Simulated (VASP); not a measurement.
MgO:

```
Mg O
1.0
    -3.52229   -0.02952    0.00226
     0.00272   -0.06580   -4.27593
    -0.05113   -6.24736   -0.09469
Mg O
4 4
Direct
  0.50439 0.22698 0.81273
  0.00332 0.25911 0.32337
  0.98232 0.75977 0.67367
  0.49827 0.73609 0.17246
  0.50201 0.74364 0.83450
  0.00029 0.76994 0.32785
  0.01012 0.24426 0.68186
  0.49928 0.26019 0.17356
```

```yaml
Program: VASP 6.6.1
Task: relaxation of cell and atoms
Functional: PBE
Potentials_or_basis: VASP PAW PBE potentials, release 64 (Mg, O)
Cutoff: 600 eV
k_mesh: 4 × 4 × 2
Occupations: gaussian, width 0.1 eV
Spin: no spin polarisation
```

At the start: pressure -2.3 GPa; volume 11.76 Å³/atom.

Problem. Where does the relaxation end?

Solution. Over 10 steps the energy falls by 65.8 meV/atom and the volume is 11.30 Å³/atom (-3.9 %); space group P6_3/mmc (No. 194, to 0.05 Å).

The path:
```
step  energy change (eV)  largest force (eV/Å)  pressure (GPa)  volume (Å³)
   1              0.0000                1.7769           -2.27        94.06
   2             -0.4444                0.7241           -1.49        91.76
   3             -0.4650                0.5281           -0.75        91.14
   4             -0.5119                0.2242            0.48        90.13
   5             -0.5137                0.1817            0.84        89.89
   6             -0.5219                0.1243           -0.21        90.61
   7             -0.5219                0.1317           -0.30        90.67
   8             -0.5246                0.0630           -0.11        90.55
   9             -0.5252                0.0655            0.01        90.46
  10             -0.5263                0.0242            0.05        90.43
```

Final structure:
```
Mg O
1.0
    -3.52852   -0.00297   -0.00009
     0.00015   -0.00093   -4.22839
    -0.00572   -6.06118   -0.00228
Mg O
4 4
Direct
  0.49936 0.25015 0.83276
  0.99997 0.25013 0.33271
  0.00004 0.74984 0.66714
  0.50041 0.75057 0.16706
  0.49987 0.74998 0.83254
  0.99999 0.74975 0.33250
  0.00000 0.24951 0.66760
  0.50036 0.25009 0.16769
```

Caveat: the k points lie up to 0.52 Å⁻¹ apart in the final cell.
